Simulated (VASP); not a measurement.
**NaF: single point with LDA**

Crystal: NaF.

```xyz
2
Lattice="0.0000 2.3233 2.3233 2.3233 0.0000 2.3233 2.3233 2.3233 0.0000" Properties=species:S:1:pos:R:3 pbc="T T T"
Na    0.0000    0.0000    0.0000
F     2.1819    2.1819    2.2233
```

This cell differs from its parent crystal: atom 2 (F) moved by (-0.200, -0.100) A along [1 1 0] and z.

```yaml
Program: VASP 6.6.1
Task: single point
Functional: LDA
Potentials_or_basis: VASP PAW LDA potentials, release 64 (Na_pv, F)
Cutoff: 520 eV
k_mesh: 4 × 4 × 4
Occupations: gaussian, width 0.05 eV
Spin: no spin polarisation
```

- Pressure: -3.3 GPa
- Largest force: 0.421 eV/Å
- Band gap on the k mesh: 5.91 eV, direct

Forces on the atoms (eV/Å):
```
Na  -0.272 -0.272 -0.171
F    0.272  0.272  0.171
```

Stress tensor (GPa, compression positive):
```
-2.96 -0.41 -0.27
-0.41 -2.96 -0.27
-0.27 -0.27 -4.00
```

Levels at points of the mesh, in eV from the valence-band top:
```csv
k point,band 4,band 5,band 6,band 7,band 8,band 9,band 10,band 11
"(0.00, 0.00, 0.00)",-18.55,-0.02,-0.02,0.00,5.91,18.51,18.55,18.72
"(0.50, 0.00, 0.00)",-17.77,-1.63,-0.26,-0.23,10.33,11.97,19.35,19.54
"(0.00, 0.00, 0.50)",-17.78,-1.63,-0.26,-0.24,10.33,11.98,19.36,19.58
"(0.50, 0.50, 0.50)",-17.83,-1.63,-0.28,-0.27,10.38,12.03,19.56,19.61
"(0.50, 0.50, 0.00)",-18.29,-1.31,-0.42,-0.42,12.58,12.92,13.11,19.17
"(0.00, 0.50, 0.50)",-18.27,-1.30,-0.42,-0.41,12.49,12.90,13.19,19.19
```

Wall time 3 s on 1 thread of Intel Xeon 6975P-C, with other jobs on the host, peak memory 0.12 GiB.

Caveat: the k points lie up to 0.59 Å⁻¹ apart; the cell differs from its parent crystal (atom 2 (F) moved by (-0.200, -0.100) A along [1 1 0] and z).
